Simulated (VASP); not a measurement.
# ZrB2 (P6/mmm) in VASP: notebook

The runs below take ZrB2 through single point, relaxation of cell and atoms, with PBE.

Program: VASP 6.6.1. These are calculated values, not measurements. Logs are shortened: lines on timing, memory, paths and dates and some standing lists are left out, and cuts for length are marked.

### Step 1. The cell of the first run

The structure is hexagonal, space group P6/mmm (No. 191). Conventional cell: a = 3.172 Å, b = 3.172 Å, c = 3.541 Å, α = 90.00°, β = 90.00°, γ = 120.00°. Zr (site symmetry 6/mmm) has 12 B at 2.55 Å and 6 Zr at 3.17 Å within 3.4 Å. Within 2.4 Å of B (site symmetry -6m2) lie 3 B at 1.83 Å.

### Step 2. Single point, PBE

File INCAR:

```
SYSTEM = ZrB2
  PREC = Accurate
  ENCUT = 520
  EDIFF = 1E-6
  ISMEAR = 0
  SIGMA = 0.1
  LREAL = .FALSE.
  LASPH = .TRUE.
  NELM = 80
  ALGO = Normal
  ISIF = 2
  LWAVE = .FALSE.
  LCHARG = .FALSE.
  GGA = PE
  NBANDS = 16
```

File KPOINTS:

```
regular mesh
0
G
  18 18 14
  0 0 0
```

File POSCAR:

```
ZrB2
1.0
    3.1717328191      0.0000000000      0.0000000000
   -1.5858664096      2.7468011953      0.0000000000
    0.0000000000      0.0000000000      3.5408191244
Zr B
1 2
Direct
    0.0000000000      0.0000000000      0.0000000000
    0.3333333333      0.6666666667      0.5000000000
    0.6666666667      0.3333333333      0.5000000000
```

Potentials or basis: VASP PAW PBE potentials, release 64 (Zr_sv, B).

Started as:

```sh
cat potpaw_PBE.64/Zr_sv/POTCAR potpaw_PBE.64/B/POTCAR > POTCAR
mpirun -np 1 vasp_std > vasp.out
```

OUTCAR:

```text
SYSTEM = ZrB2
   PREC = Accurate
   ENCUT = 520
   EDIFF = 1E-6
   ISMEAR = 0
   LREAL = .FALSE.
   LASPH = .TRUE.
   NELM = 80
   ISIF = 2
   GGA = PE

 ion  position               nearest neighbor table
   1  0.000  0.000  0.000-   2 2.55   3 2.55   2 2.55   3 2.55   2 2.55   2 2.55   3 2.55   3 2.55
                             3 2.55   3 2.55   2 2.55   2 2.55
   2  0.333  0.667  0.500-   3 1.83   3 1.83   3 1.83   1 2.55   1 2.55   1 2.55   1 2.55   1 2.55
                             1 2.55
   3  0.667  0.333  0.500-   2 1.83   2 1.83   2 1.83   1 2.55   1 2.55   1 2.55   1 2.55   1 2.55
                             1 2.55

  LATTYP: Found a hexagonal cell.
 ALAT       =     3.1717328191
 C/A-ratio  =     1.1163674011

  Lattice vectors:

 A1 = (   3.1717328191,   0.0000000000,   0.0000000000)
 A2 = (  -1.5858664096,   2.7468011953,   0.0000000000)
 A3 = (   0.0000000000,   0.0000000000,   3.5408191244)

Analysis of symmetry for initial positions (statically):
=====================================================================
 Subroutine PRICEL returns:
 Original cell was already a primitive cell.

 Routine SETGRP: Setting up the symmetry group for a
 hexagonal supercell.

 Subroutine GETGRP returns: Found 24 space group operations
 (whereof 24 operations were pure point group operations)
 out of a pool of 24 trial point group operations.

The static configuration has the point symmetry D_6h.

Analysis of symmetry for dynamics (positions and initial velocities):
=====================================================================
 Subroutine PRICEL returns:
 Original cell was already a primitive cell.

 Routine SETGRP: Setting up the symmetry group for a
 hexagonal supercell.

 Subroutine GETGRP returns: Found 24 space group operations
 (whereof 24 operations were pure point group operations)
 out of a pool of 24 trial point group operations.

The dynamic configuration has the point symmetry D_6h.

 Subroutine INISYM returns: Found 24 space group operations
 (whereof 24 operations are pure point group operations),
 and found     1 'primitive' translations

----------------------------------------------------------------------------------------

                                     Primitive cell

  volume of cell :      30.8480

  direct lattice vectors                    reciprocal lattice vectors
     3.171732819  0.000000000  0.000000000     0.315285069  0.182029919  0.000000000
    -1.585866410  2.746801195  0.000000000     0.000000000  0.364059839  0.000000000
     0.000000000  0.000000000  3.540819124     0.000000000  0.000000000  0.282420526

  length of vectors
     3.171732819  3.171732819  3.540819124     0.364059839  0.364059839  0.282420526

  position of ions in fractional coordinates (direct lattice)
     0.000000000  0.000000000  0.000000000
     0.333333333  0.666666667  0.500000000
     0.666666667  0.333333333  0.500000000

  ion indices of the primitive-cell ions
   primitive index   ion index
                 1           1
                 2           2
                 3           3

----------------------------------------------------------------------------------------

 KPOINTS: regular mesh

Automatic generation of k-mesh.
 Grid dimensions read from file:
 generate k-points for:   18   18   14

 Generating k-lattice:

  Cartesian coordinates                     Fractional coordinates (reciprocal lattice)
     0.017515837  0.010112773  0.000000000     0.055555556  0.000000000  0.000000000
     0.000000000  0.020225547  0.000000000     0.000000000  0.055555556  0.000000000
     0.000000000  0.000000000  0.020172895     0.000000000  0.000000000  0.071428571

  Length of vectors
     0.020225547  0.020225547  0.020172895

  Shift w.r.t. Gamma in fractional coordinates (k-lattice)
     0.000000000  0.000000000  0.000000000

 Subroutine IBZKPT returns following result:
 ===========================================

 Found    296 irreducible k-points:

 Following reciprocal coordinates:
            Coordinates               Weight
  0.000000  0.000000  0.000000      1.000000
  0.055556  0.000000  0.000000      6.000000
  0.111111  0.000000  0.000000      6.000000
  0.166667 -0.000000  0.000000      6.000000
  0.222222 -0.000000  0.000000      6.000000
  0.277778 -0.000000  0.000000      6.000000
[... 16 lines left out ...]
  0.333333  0.111111  0.000000     12.000000
  0.388889  0.111111  0.000000     12.000000
 [... further k-points ...]
   k-points           NKPTS =    296   k-points in BZ     NKDIM =    296   number of bands    NBANDS=     16
   number of dos      NEDOS =    301   number of ions     NIONS =      3
   total plane-waves  NPLWV =  16128
   dimension x,y,z NGX =    24 NGY =   24 NGZ =   28
   dimension x,y,z NGXF=    48 NGYF=   48 NGZF=   56
   ions per type =               1   2
   NGX,Y,Z   is equivalent  to a cutoff of  12.58, 12.58, 13.15 a.u.
   NGXF,Y,Z  is equivalent  to a cutoff of  25.16, 25.16, 26.29 a.u.
 SYSTEM =  ZrB2
   PREC   = accura    normal or accurate (medium, high low for compatibility)
   ISTART =      0    job   : 0-new  1-cont  2-samecut
   ICHARG =      2    charge: 1-file 2-atom 10-const
   ISPIN  =      1    spin polarized calculation?
   LNONCOLLINEAR =      F non collinear calculations
   LSORBIT =      F    spin-orbit coupling
   LASPH  =      T    aspherical Exc in radial PAW
   ENCUT  =  520.0 eV  38.22 Ry    6.18 a.u.   5.90  5.90  6.58*2*pi/ulx,y,z
   NELM   =     80;   NELMIN=  2; NELMDL= -5     # of ELM steps
   EDIFF  = 0.1E-05   stopping-criterion for ELM
   LREAL  =      F    real-space projection
   EDIFFG = 0.1E-04   stopping-criterion for IOM
   NSW    =      0    number of steps for IOM
   IBRION =     -1    ionic relax: 0-MD 1-quasi-New 2-CG
   NFREE  =      0    steps in history (QN), initial steepest desc. (CG)
   ISIF   =      2    stress and relaxation
   ISYM   =      2    0-nonsym 1-usesym 2-fastsym
   POTIM  = 0.5000    time-step for ionic-motion
   TEBEG  =    0.0;   TEEND  =   0.0 temperature during run
   PSTRESS=    0.0 pullay stress
   NELECT =      18.0000    total number of electrons
   NUPDOWN=      -1.0000    fix difference up-down
   EMIN   =  10.00;   EMAX   =-10.00  energy-range for DOS
   EFERMI =   0.00;   METHOD = LEGACY
   ISMEAR =     0;   SIGMA  =   0.10  broadening in eV -4-tet -1-fermi 0-gaus
   EFERMI_NEDOS =   21; number of points for ismear=-14 and -15
   IALGO  =     38    algorithm
   IMIX   =      4    mixing-type and parameters
     AMIX     =   0.40;   BMIX     =  1.00
     AMIX_MAG =   1.60;   BMIX_MAG =  1.00
  volume/ion in A,a.u.               =      10.28        69.39
  Fermi-wavevector in a.u.,A,eV,Ry     =   1.368012  2.585167 25.462705  1.871456
  Thomas-Fermi vector in A             =   2.494014
   LORBIT       =      0    0 simple, 1 ext, 2 COOP (PROOUT), +10 PAW based schemes
   GGA     = PE    functional components
   LHFCALC =     F    Hartree Fock is set to
   AEXX    =    0.0000 exact exchange contribution
   IVDW    =     0    specifies the selected vdW correction
   LEPSILON=     F    determine dielectric tensor
   LRPA    =     F    only Hartree local field effects (RPA)
 non-spin polarized calculation
 Gauss-broadening in eV      SIGMA  =   0.10
  energy-cutoff  :      520.00
  volume of cell :       30.85
 maximum number of plane-waves:       852
 NGX is ok and might be reduce to    24
   NGX = 11   NGY = 11   NGZ = 13

 number of electron      18.0000000 magnetization

 Free energy of the ion-electron system (eV)
  ---------------------------------------------------
  ext. energy  EPLUGINS =         0.00000000
  ---------------------------------------------------
  free energy    TOTEN  =       -24.97825863 eV

  energy without entropy =      -24.97643562  energy(sigma->0) =      -24.97734713

 E-fermi :  10.5579     XC(G=0): -12.4276

 val. band max:       10.5311860729   @ k =   0.0556   0.0556   0.2857
 cond. band min:      10.5677368210   @ k =   0.1667   0.1667   0.2143
 fundamental gap:      0.0365507481
 Fermi energy:        10.5579294128

 k-point     1 :       0.0000    0.0000    0.0000
  band No.  band energies     occupation
      1     -38.1539      2.00000
      2     -16.3410      2.00000
      3     -15.7875      2.00000
      4     -15.7875      2.00000
      5      -2.2285      2.00000
      6       7.8761      2.00000
[... 8 lines left out ...]
     15      15.6307      0.00000
     16      15.6307      0.00000

 k-point     2 :       0.0556    0.0000    0.0000
  band No.  band energies     occupation
      1     -38.1505      2.00000
      2     -16.3359      2.00000
      3     -15.8177      2.00000
      4     -15.7940      2.00000
      5      -2.1665      2.00000
      6       7.6869      2.00000
[... 8 lines left out ...]
     15      15.9421      0.00000
     16      16.1042      0.00000

 k-point     3 :       0.1111    0.0000    0.0000
  band No.  band energies     occupation
      1     -38.1406      2.00000
      2     -16.3212      2.00000
      3     -15.9039      2.00000
      4     -15.8128      2.00000
      5      -1.9839      2.00000
      6       7.1858      2.00000
[... 8 lines left out ...]
     15      16.3739      0.00000
     16      17.0036      0.00000

 k-point     4 :       0.1667   -0.0000    0.0000
  band No.  band energies     occupation
      1     -38.1254      2.00000
      2     -16.2985      2.00000
      3     -16.0336      2.00000
      4     -15.8414      2.00000
      5      -1.6897      2.00000
      6       6.4999      2.00000
[... 8 lines left out ...]
     15      17.2435      0.00000
     16      17.3830      0.00000
[... 324 lines left out ...]
 k-point    22 :       0.2778    0.1111    0.0000
  band No.  band energies     occupation
      1     -38.0627      2.00000
      2     -16.4924      2.00000
      3     -16.2046      2.00000
      4     -16.0044      2.00000
      5      -0.1051      2.00000
      6       4.1711      2.00000
[... 8 lines left out ...]
     15      18.3538      0.00000
     16      20.0816      0.00000

 k-point    23 :       0.3333    0.1111    0.0000
  band No.  band energies     occupation
      1     -38.0481      2.00000
      2     -16.5940      2.00000
      3     -16.1827      2.00000
      4     -16.0406      2.00000
      5       0.5081      2.00000
      6       3.4128      2.00000
[... 8 lines left out ...]
     15      19.2305      0.00000
     16      19.8121      0.00000

 k-point    24 :       0.3889    0.1111    0.0000
  band No.  band energies     occupation
      1     -38.0386      2.00000
      2     -16.6595      2.00000
      3     -16.1684      2.00000
      4     -16.0640      2.00000
      5       1.1696      2.00000
      6       2.6602      2.00000
[... 8 lines left out ...]
     15      19.1863      0.00000
     16      19.9443      0.00000

 [... further k-points ...]

------------------------ aborting loop because EDIFF is reached ----------------------------------------

  FORCE on cell =-STRESS in cart. coord.  units (eV):
  Direction    XX          YY          ZZ          XY          YZ          ZX
  --------------------------------------------------------------------------------------
  -------------------------------------------------------------------------------------
  Total        0.0220271      0.0220271      0.0357534     -0.0000000      0.0000000      0.0000000
  in kB        1.1440375      1.1440375      1.8569496     -0.0000000      0.0000000      0.0000000
  external PRESSURE =       1.3816749 kB  Pullay stress =       0.0000000 kB

 VOLUME and BASIS-vectors are now :
 -----------------------------------------------------------------------------
  energy-cutoff  :      520.00
  volume of cell :       30.85
      direct lattice vectors                 reciprocal lattice vectors
     3.171732819  0.000000000  0.000000000     0.315285069  0.182029919  0.000000000
    -1.585866410  2.746801195  0.000000000     0.000000000  0.364059839  0.000000000
     0.000000000  0.000000000  3.540819124     0.000000000  0.000000000  0.282420526

 POSITION                                       TOTAL-FORCE (eV/Angst)
 -----------------------------------------------------------------------------------
      0.00000      0.00000      0.00000         0.000000      0.000000      0.000000
     -0.00000      1.83120      1.77041         0.000000     -0.000000      0.000000
      1.58587      0.91560      1.77041        -0.000000      0.000000      0.000000
 -----------------------------------------------------------------------------------
    total drift:                               -0.000000      0.000000     -0.000000

  FREE ENERGIE OF THE ION-ELECTRON SYSTEM (eV)
  ---------------------------------------------------
  free  energy   TOTEN  =       -24.9782586313 eV

  energy  without entropy=      -24.9764356248  energy(sigma->0) =      -24.97734713
```

Wall time 43 s (1 thread of Intel Xeon 6975P-C (Granite Rapids), shared host); peak memory 0.26 GiB.

What came out:

```
Free energy            : -24.9783 eV
Pressure               : 0.1 GPa
Band gap on the k mesh : zero (bands 9 and 10 overlap by 1.18 eV)
```

### Step 3. Relaxation of cell and atoms, PBE

File INCAR:

```
SYSTEM = ZrB2
  ALGO = Normal
  EDIFF = 1E-6
  EDIFFG = -0.01
  ENCUT = 600
  GGA = PE
  IBRION = 2
  ISIF = 3
  ISMEAR = 0
  LASPH = .TRUE.
  LCHARG = .FALSE.
  LREAL = .FALSE.
  LWAVE = .FALSE.
  NELM = 60
  NSW = 100
  PREC = Accurate
  SIGMA = 0.1
```

File KPOINTS:

```
k-points
0
G
  18 18 14
  0 0 0
```

File POSCAR:

```
ZrB2
1.0
    3.1767245063      0.0000000000      0.0000000000
   -1.5883622532      2.7511241233      0.0000000000
    0.0000000000      0.0000000000      3.5305739598
Zr B
1 2
Direct
    0.0000000000      0.0000000000      0.0000000000
    0.3333333333      0.6666666667      0.5000000000
    0.6666666667      0.3333333333      0.5000000000
```

Potentials or basis: VASP PAW PBE potentials, release 64 (Zr_sv, B).

Started as:

```sh
cat potpaw_PBE.64/Zr_sv/POTCAR potpaw_PBE.64/B/POTCAR > POTCAR
mpirun -np 1 vasp_std > vasp.out
```

Run time: 69 s. Hardware: 1 thread of Intel Xeon 6975P-C (Granite Rapids), shared host; peak memory 0.29 GiB.

Results (log left out):

* Free energy: -24.9800 eV
* Relaxed volume: 10.29 Å³/atom
* Relaxed cell: a = 3.172 Å, b = 3.172 Å, c = 3.542 Å, α = 90.00°, β = 90.00°, γ = 120.00°
* Space group after relaxing (to 0.1 Å): P6/mmm (No. 191)
* Energy gained by relaxing: 0.2 meV/atom
* Ionic steps: 2
* Pressure after relaxing: 0.0 GPa
* Band gap on the k mesh: zero (bands 9 and 10 overlap by 1.18 eV)

Step by step:
```tsv
step	energy change (eV)	largest force (eV/Å)	pressure (GPa)	volume (Å³)
1	0.0000	0.0000	0.03	30.86
2	-0.0005	0.0000	0.02	30.86
```

Final structure:
```
Zr B
1.0
     3.17186    0.00000    0.00000
    -1.58593    2.74691    0.00000
     0.00000    0.00000    3.54225
Zr B
1 2
Direct
  0.00000 0.00000 0.00000
  0.33333 0.66667 0.50000
  0.66667 0.33333 0.50000
```

Levels at points of the mesh, in eV from the Fermi level:
```
           k point  band 6  band 7  band 8  band 9  band 10  band 11  band 12  band 13
(0.00, 0.00, 0.00)   -2.68   -2.68   -2.65   -2.44     3.32     3.32     4.07     4.07
(0.50, 0.00, 0.00)   -8.58   -3.96   -3.12   -2.74     2.15     2.22     4.85     4.90
(0.00, 0.00, 0.50)   -7.02   -1.03   -1.03    0.28     0.28     0.71     0.71     1.72
(0.50, 0.00, 0.50)   -7.07   -4.66   -4.18   -2.08     3.63     4.00     5.21     6.11
```

The gap in the log of VASP goes by the Fermi energy; the results here count the filled bands.